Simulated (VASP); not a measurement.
A run of VASP 6.6.1:

INCAR

```
PREC     = Accurate       # precision mode
ENCUT    = 750            # plane-wave cutoff, eV
EDIFF    = 1E-6           # SCF threshold, eV
ISMEAR   = 0              # smearing method
SIGMA    = 0.05           # smearing width, eV
LREAL    = F              # projectors in reciprocal space
LASPH    = T              # aspherical terms in the spheres
NELM     = 120            # most SCF steps
ALGO     = Normal         # electronic algorithm
ISIF     = 2              # what is computed and relaxed
LWAVE    = F              # write WAVECAR
LCHARG   = F              # write CHGCAR
GGA      = PE             # functional
NBANDS   = 13             # bands
GGA_COMPAT= F
```

KPOINTS

```
regular mesh
0
Gamma
  10 10 10
```

POSCAR

```
Li2Se
1.0
    0.0000000000      3.0031987212      3.0031987212
    3.0031987212      0.0000000000      3.0031987212
    3.0031987212      3.0031987212      0.0000000000
Li Se
2 1
Direct
    0.2500000000      0.2500000000      0.2500000000
    0.7500000000      0.7500000000      0.7500000000
    0.0000000000      0.0000000000      0.0000000000
```

Potentials or basis: VASP PAW PBE potentials, release 64 (Li_sv, Se).

Run with:

```sh
$ cat potpaw_PBE.64/Li_sv/POTCAR potpaw_PBE.64/Se/POTCAR > POTCAR
$ mpirun -np 1 vasp_std > vasp.out
```

Hardware: 1 thread of Intel(R) Xeon(R) Platinum 8175M CPU @ 2.50GHz (Skylake/Cascade Lake) (shared host).

Problem. Estimate the wall time of this run.

Solution. Wall time 110 s on 1 thread of Intel(R) Xeon(R) Platinum 8175M CPU @ 2.50GHz (Skylake/Cascade Lake), on a shared host, peak memory 0.26 GiB. Counts: scf iterations 14, k points 47.
